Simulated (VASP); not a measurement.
# Al8As6C (a cell with a defect) in VASP: notebook

Runs on Al8As6C (a cell with a defect). Level: PBEsol. Tasks: single point.

Program: VASP 6.6.1. These are calculated values, not measurements. Logs are shortened: lines on timing, memory, paths and dates and some standing lists are left out, and cuts for length are marked.

### 1 The cell of the first run

The cell holds a defect, 15 atoms: a = 11.348 Å, b = 5.674 Å, c = 5.674 Å, α = 90.00°, β = 90.00°, γ = 90.00°.

### 2 Single point, PBEsol

INCAR

```
PREC = Accurate
ENCUT = 520
EDIFF = 1E-6
ISMEAR = -1
SIGMA = 0.05
LREAL = Auto
LASPH = T
NELM = 120
ALGO = Normal
ISIF = 2
LWAVE = F
LCHARG = F
GGA = PS
NELECT = 57.0
ISYM = -1
NBANDS = 42
GGA_COMPAT = F
```

KPOINTS

```
explicit points
1
Reciprocal
  0.25000000   0.25000000   0.25000000 1
```

POSCAR

```
Al8As6C
1.0
   11.3481970000      0.0000000000      0.0000000000
    0.0000000000      5.6740990000      0.0000000000
    0.0000000000      0.0000000000      5.6740990000
Al As C
8 6 1
Direct
    0.0035810000      0.0058470000      0.0109900000
    0.4993770000      0.9874660000      0.9958450000
    0.2555900000      0.4877080000      0.9882750000
    0.7418270000      0.4875470000      0.0114720000
    0.2444880000      0.9844450000      0.4894780000
    0.7520820000      0.0017540000      0.4997500000
    0.9949830000      0.4927740000      0.5249080000
    0.4999180000      0.4950360000      0.4872290000
    0.1246030000      0.2507960000      0.2562270000
    0.8717740000      0.7337540000      0.2397270000
    0.3826890000      0.2540460000      0.7690830000
    0.8746870000      0.2425650000      0.7397910000
    0.1315150000      0.7539550000      0.7433600000
    0.6275240000      0.7463490000      0.7261350000
    0.6243550000      0.2612830000      0.2358870000
```

Potentials or basis: VASP PAW PBE potentials, release 64 (Al, As, C).

On the command line:

```sh
$ cat potpaw_PBE.64/Al/POTCAR potpaw_PBE.64/As/POTCAR potpaw_PBE.64/C/POTCAR > POTCAR
$ mpirun -np 1 vasp_std > vasp.out
```

OUTCAR:

```text
PREC = Accurate
   ENCUT = 520
   EDIFF = 1E-6
   ISMEAR = -1
   LREAL = Auto
   LASPH = T
   NELM = 120
   ISIF = 2
   GGA = PS
   NELECT = 57.0
   ISYM = -1

 ion  position               nearest neighbor table
   1  0.004  0.006  0.011-   9 2.40  10 2.51  12 2.51  13 2.54
   2  0.499  0.987  0.996-  11 2.39  15 2.51  14 2.52
   3  0.256  0.488  0.988-  11 2.32  13 2.49   9 2.52
   4  0.742  0.488  0.011-  15 2.25  10 2.41  14 2.54  12 2.57
   5  0.244  0.984  0.489-  13 2.33   9 2.43  11 2.70
   6  0.752  0.002  0.500-  12 2.38  14 2.40  10 2.52  15 2.55
   7  0.995  0.493  0.525-  12 2.32  13 2.48   9 2.52  10 2.54
   8  0.500  0.495  0.487-  15 2.41  14 2.44  11 2.49
   9  0.125  0.251  0.256-   1 2.40   5 2.43   3 2.52   7 2.52
  10  0.872  0.734  0.240-   4 2.41   1 2.51   6 2.52   7 2.54
  11  0.383  0.254  0.769-   3 2.32   2 2.39   8 2.49   5 2.70
  12  0.875  0.243  0.740-   7 2.32   6 2.38   1 2.51   4 2.57
  13  0.132  0.754  0.743-   5 2.33   7 2.48   3 2.49   1 2.54
  14  0.628  0.746  0.726-   6 2.40   8 2.44   2 2.52   4 2.54
  15  0.624  0.261  0.236-   4 2.25   8 2.41   2 2.51   6 2.55

IMPORTANT INFORMATION: All symmetrisations will be switched off!
NOSYMM: (Re-)initialisation of all symmetry stuff for point group C_1.

----------------------------------------------------------------------------------------

                                     Primitive cell

  volume of cell :     365.3597

  direct lattice vectors                    reciprocal lattice vectors
    11.348197000  0.000000000  0.000000000     0.088119725  0.000000000  0.000000000
     0.000000000  5.674099000  0.000000000     0.000000000  0.176239435  0.000000000
     0.000000000  0.000000000  5.674099000     0.000000000  0.000000000  0.176239435

  length of vectors
    11.348197000  5.674099000  5.674099000     0.088119725  0.176239435  0.176239435

  position of ions in fractional coordinates (direct lattice)
     0.003581000  0.005847000  0.010990000
     0.499377000  0.987466000  0.995845000
     0.255590000  0.487708000  0.988275000
     0.741827000  0.487547000  0.011472000
     0.244488000  0.984445000  0.489478000
     0.752082000  0.001754000  0.499750000
     0.994983000  0.492774000  0.524908000
     0.499918000  0.495036000  0.487229000
     0.124603000  0.250796000  0.256227000
     0.871774000  0.733754000  0.239727000
     0.382689000  0.254046000  0.769083000
     0.874687000  0.242565000  0.739791000
     0.131515000  0.753955000  0.743360000
     0.627524000  0.746349000  0.726135000
     0.624355000  0.261283000  0.235887000

  ion indices of the primitive-cell ions
   primitive index   ion index
                 1           1
                 2           2
                 3           3
                 4           4
                 5           5
                 6           6
                 7           7
                 8           8
                 9           9
                10          10
                11          11
                12          12
                13          13
                14          14
                15          15

----------------------------------------------------------------------------------------

 KPOINTS: explicit points

Read explicit list of k-points.

 Found      1 k-points:

 Following reciprocal coordinates:
            Coordinates               Weight
  0.250000  0.250000  0.250000      1.000000
   k-points           NKPTS =      1   k-points in BZ     NKDIM =      1   number of bands    NBANDS=     42
   number of dos      NEDOS =    301   number of ions     NIONS =     15
   total plane-waves  NPLWV = 148176
   dimension x,y,z NGX =    84 NGY =   42 NGZ =   42
   dimension x,y,z NGXF=   168 NGYF=   84 NGZF=   84
   ions per type =               8   6   1
   NGX,Y,Z   is equivalent  to a cutoff of  12.31, 12.31, 12.31 a.u.
   NGXF,Y,Z  is equivalent  to a cutoff of  24.61, 24.61, 24.61 a.u.
 SYSTEM =  unknown system
   PREC   = accura    normal or accurate (medium, high low for compatibility)
   ISTART =      0    job   : 0-new  1-cont  2-samecut
   ICHARG =      2    charge: 1-file 2-atom 10-const
   ISPIN  =      1    spin polarized calculation?
   LNONCOLLINEAR =      F non collinear calculations
   LSORBIT =      F    spin-orbit coupling
   LASPH  =      T    aspherical Exc in radial PAW
   ENCUT  =  520.0 eV  38.22 Ry    6.18 a.u.  21.10 10.55 10.55*2*pi/ulx,y,z
   NELM   =    120;   NELMIN=  2; NELMDL= -5     # of ELM steps
   EDIFF  = 0.1E-05   stopping-criterion for ELM
   LREAL  =      T    real-space projection
   EDIFFG = 0.1E-04   stopping-criterion for IOM
   NSW    =      0    number of steps for IOM
   IBRION =     -1    ionic relax: 0-MD 1-quasi-New 2-CG
   NFREE  =      0    steps in history (QN), initial steepest desc. (CG)
   ISIF   =      2    stress and relaxation
   ISYM   =     -1    0-nonsym 1-usesym 2-fastsym
   POTIM  = 0.5000    time-step for ionic-motion
   TEBEG  =    0.0;   TEEND  =   0.0 temperature during run
   PSTRESS=    0.0 pullay stress
   NELECT =      57.0000    total number of electrons
   NUPDOWN=      -1.0000    fix difference up-down
   EMIN   =  10.00;   EMAX   =-10.00  energy-range for DOS
   EFERMI =   0.00;   METHOD = LEGACY
   ISMEAR =    -1;   SIGMA  =   0.05  broadening in eV -4-tet -1-fermi 0-gaus
   EFERMI_NEDOS =   21; number of points for ismear=-14 and -15
   IALGO  =     38    algorithm
   IMIX   =      4    mixing-type and parameters
     AMIX     =   0.40;   BMIX     =  1.00
     AMIX_MAG =   1.60;   BMIX_MAG =  1.00
  volume/ion in A,a.u.               =      24.36       164.37
  Fermi-wavevector in a.u.,A,eV,Ry     =   0.881305  1.665425 10.567624  0.776698
  Thomas-Fermi vector in A             =   2.001783
   LORBIT       =      0    0 simple, 1 ext, 2 COOP (PROOUT), +10 PAW based schemes
   GGA     = PS    functional components
   LHFCALC =     F    Hartree Fock is set to
   AEXX    =    0.0000 exact exchange contribution
   IVDW    =     0    specifies the selected vdW correction
   LEPSILON=     F    determine dielectric tensor
   LRPA    =     F    only Hartree local field effects (RPA)
 non-spin polarized calculation
  energy-cutoff  :      520.00
  volume of cell :      365.36
 maximum number of plane-waves:      9854
 NGX is ok and might be reduce to    84
   NGX = 43   NGY = 21   NGZ = 21

 number of electron      56.9999999 magnetization

 Free energy of the ion-electron system (eV)
  ---------------------------------------------------
  ext. energy  EPLUGINS =         0.00000000
  ---------------------------------------------------
  free energy    TOTEN  =       -74.24253950 eV

  energy without entropy =      -74.15286591  energy(sigma->0) =      -74.19770271

 E-fermi :   2.9606     XC(G=0):  -8.7249

 val. band max:        2.9498369758   @ k =   0.2500   0.2500   0.2500
 cond. band min:       3.9026172748   @ k =   0.2500   0.2500   0.2500
 fundamental gap:      0.9527802990
 Fermi energy:         2.9605943123

 k-point     1 :       0.2500    0.2500    0.2500
  band No.  band energies     occupation
      1      -8.3426      2.00000
      2      -7.8728      2.00000
      3      -7.5123      2.00000
      4      -7.4356      2.00000
      5      -7.2139      2.00000
      6      -7.0916      2.00000
[... 32 lines left out ...]
     39       6.5248      0.00000
     40       7.3417      0.00000
 [bands above 40 left out]

------------------------ aborting loop because EDIFF is reached ----------------------------------------

  FORCE on cell =-STRESS in cart. coord.  units (eV):
  Direction    XX          YY          ZZ          XY          YZ          ZX
  --------------------------------------------------------------------------------------
  -------------------------------------------------------------------------------------
  Total      -18.6644506    -15.8254964    -16.0130233      2.4760705     -6.3297045     -0.0429890
  in kB      -81.8474418    -69.3980455    -70.2203893     10.8580765    -27.7570518     -0.1885154
  external PRESSURE =     -73.8219588 kB  Pullay stress =       0.0000000 kB

 VOLUME and BASIS-vectors are now :
 -----------------------------------------------------------------------------
  energy-cutoff  :      520.00
  volume of cell :      365.36
      direct lattice vectors                 reciprocal lattice vectors
    11.348197000  0.000000000  0.000000000     0.088119725  0.000000000  0.000000000
     0.000000000  5.674099000  0.000000000     0.000000000  0.176239435  0.000000000
     0.000000000  0.000000000  5.674099000     0.000000000  0.000000000  0.176239435

 POSITION                                       TOTAL-FORCE (eV/Angst)
 -----------------------------------------------------------------------------------
      0.04064      0.03318      0.06236        -0.440275     -0.461014     -0.662804
      5.66703      5.60298      5.65052         1.902032      0.912853      1.469353
      2.90049      2.76730      5.60757        -0.889183      0.541511      0.675761
      8.41840      2.76639      0.06509        -1.140882     -1.676150      0.456706
      2.77450      5.58584      2.77735         1.074835      1.008536      0.008974
      8.53477      0.00995      2.83563        -0.745398      0.780636     -1.556725
     11.29126      2.79605      2.97838         0.580012      0.730162     -1.020309
      5.67317      2.80888      2.76459         1.411405     -1.349593     -1.461804
      1.41402      1.42304      1.45386         0.475277      0.584530     -0.011078
      9.89306      4.16339      1.36023         0.537264      0.566651      0.437334
      4.34283      1.44148      4.36385        -0.463603     -0.779987     -1.645000
      9.92612      1.37634      4.19765        -0.472137     -0.185403      1.476172
      1.49246      4.27802      4.21790        -0.481431     -0.739725      1.020039
      7.12127      4.23486      4.12016        -0.600266     -0.148064      0.715273
      7.08530      1.48255      1.33845        -0.747649      0.215059      0.098107
 -----------------------------------------------------------------------------------
    total drift:                               -0.004757      0.003942      0.011006

  FREE ENERGIE OF THE ION-ELECTRON SYSTEM (eV)
  ---------------------------------------------------
  free  energy   TOTEN  =       -74.2425395000 eV

  energy  without entropy=      -74.1528659129  energy(sigma->0) =      -74.19770271
```

It took 28 s on 1 thread of AMD EPYC 9R45 (Zen 5), shared host; peak memory 0.32 GiB.

Results:

```yaml
Free_energy: -74.2425 eV
Largest_force: 2.571 eV/Å
```

Forces in eV/Å, atoms in the order of the input:
```
Al  -0.440 -0.461 -0.663
Al   1.902  0.913  1.469
Al  -0.889  0.542  0.676
Al  -1.141 -1.676  0.457
Al   1.075  1.009  0.009
Al  -0.745  0.781 -1.557
Al   0.580  0.730 -1.020
Al   1.411 -1.350 -1.462
As   0.475  0.585 -0.011
As   0.537  0.567  0.437
As  -0.464 -0.780 -1.645
As  -0.472 -0.185  1.476
As  -0.481 -0.740  1.020
As  -0.600 -0.148  0.715
C   -0.748  0.215  0.098
```

Caveat: the cell carries a net charge on a neutralising background, which shifts energy and pressure; the cell is charged against a uniform background, so pressure and absolute levels hang on convention; the PAW data sets were made with another functional, which shifts forces and pressure a little.

### 3 Single point, PBEsol, collinear spin

INCAR

```
PREC     = Accurate       # precision mode
ENCUT    = 520            # plane-wave cutoff, eV
EDIFF    = 1E-6           # SCF threshold, eV
ISMEAR   = -1             # smearing method
SIGMA    = 0.05           # smearing width, eV
LREAL    = Auto         
LASPH    = T              # aspherical terms in the spheres
NELM     = 200            # most SCF steps
ALGO     = Normal         # electronic algorithm
ISIF     = 2              # what is computed and relaxed
LWAVE    = F              # write WAVECAR
LCHARG   = T              # write CHGCAR
ISPIN    = 2              # spin polarisation
MAGMOM   = 0 0.429 0.429 0.429 0.429 0.429 0 0.429 0 0 0 0 0 0 0.429 # initial moments
LORBIT   = 11             # projections on sites
GGA      = PS             # functional
LELF     = T              # ELF
LVHAR    = T            
NELECT   = 57.0         
ISYM     = -1           
NBANDS   = 46             # bands
GGA_COMPAT= F
```

KPOINTS is that of step 2.

POSCAR is that of step 2.

Potentials or basis: VASP PAW PBE potentials, release 64 (Al, As, C).

On the command line:

```sh
$ cat potpaw_PBE.64/Al/POTCAR potpaw_PBE.64/As/POTCAR potpaw_PBE.64/C/POTCAR > POTCAR
$ mpirun -np 1 vasp_std > vasp.out
```

Wall time 66 s (1 thread of AMD EPYC 9R45 (Zen 5), shared host); peak memory 0.44 GiB.

Results (log left out):

```
Free energy                                           : -74.3177 eV
Largest force                                         : 2.454 eV/Å
Net moment                                            : 0.98 μB per cell
Site moments                                          : Al +0.01, +0.00, +0.02, -0.01 (each value once); As +0.00, +0.02, +0.01, +0.06 (each value once); C +0.27 μB
Valence electrons inside the program's atomic spheres : Al 0.74, 0.70, 0.73, 0.71, 0.72, 0.76 (each value once); As 2.86, 2.83, 2.90, 2.87, 2.85 (each value once); C 2.09
```

Forces in eV/Å, atoms in the order of the input:
```
Al  -0.418 -0.510 -0.654
Al   1.755  0.801  1.517
Al  -0.837  0.618  0.733
Al  -0.922 -1.609  0.459
Al   1.109  0.937 -0.034
Al  -0.481  0.573 -1.427
Al   0.603  0.752 -1.026
Al   1.236 -1.243 -1.465
As   0.465  0.600  0.003
As   0.517  0.599  0.419
As  -0.463 -0.800 -1.644
As  -0.514 -0.159  1.444
As  -0.496 -0.720  1.024
As  -0.616 -0.113  0.719
C   -0.939  0.274 -0.070
```

Levels at points of the mesh, in eV from the Fermi level:
Spin up:
| k point | band 25 | band 26 | band 27 | band 28 | band 29 | band 30 | band 31 | band 32 | band 33 | band 34 |
| --- | --- | --- | --- | --- | --- | --- | --- | --- | --- | --- |
| (0.25, 0.25, 0.25) | -1.16 | -1.01 | -0.71 | -0.49 | -0.23 | 0.85 | 1.50 | 2.12 | 2.35 | 2.62 |
Spin down:
```
           k point  band 25  band 26  band 27  band 28  band 29  band 30  band 31  band 32
(0.25, 0.25, 0.25)    -1.05    -0.85    -0.55    -0.15     0.14     0.92     1.58     2.18
```

Caveat: the cell carries a net charge on a neutralising background, which shifts energy and pressure; the cell is charged against a uniform background, so pressure and absolute levels hang on convention; the PAW data sets were made with another functional, which shifts forces and pressure a little.
